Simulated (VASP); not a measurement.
Here is a VASP 6.6.1 calculation.

File INCAR:

```
SYSTEM = BaTiO3
PREC = Accurate
ENCUT = 1340
EDIFF = 1E-6
ISMEAR = -1
SIGMA = 0.02
LREAL = .FALSE.
LASPH = .TRUE.
NELM = 120
ALGO = Normal
ISIF = 2
LWAVE = .FALSE.
LCHARG = .FALSE.
GGA = PE
NBANDS = 28
GGA_COMPAT = .FALSE.
```

KPOINTS

```
Automatic mesh
0
G
  6 6 6
  0 0 0
```

File POSCAR:

```
BaTiO3
1.0
    3.9940950307      0.0000000000      0.0000000000
    0.0000000000      3.9940950307      0.0000000000
    0.0000000000      0.0000000000      3.9940950307
Ba Ti O
1 1 3
Direct
    0.5000000000      0.5000000000      0.5000000000
    0.0000000000      0.0000000000      0.0000000000
    0.5000000000      0.0000000000      0.0000000000
    0.0000000000      0.5000000000      0.0000000000
    0.0000000000      0.0000000000      0.5000000000
```

Potentials or basis: VASP PAW PBE potentials, release 64 (Ba_sv, Ti_sv, O_h).

Run with:

```sh
$ cat potpaw_PBE.64/Ba_sv/POTCAR potpaw_PBE.64/Ti_sv/POTCAR potpaw_PBE.64/O_h/POTCAR > POTCAR
$ mpirun -np 1 vasp_std > vasp.out
```

Task: Estimate the band gap on the k mesh.

Result: 1.76 eV (least direct gap 1.90 eV).

Task: Predict the pressure.

Result: 4.6 GPa.

Caveat: the cell stands under pressure; spin-orbit coupling is left out, which moves the levels of the heavy elements. A k mesh can miss the band edges.
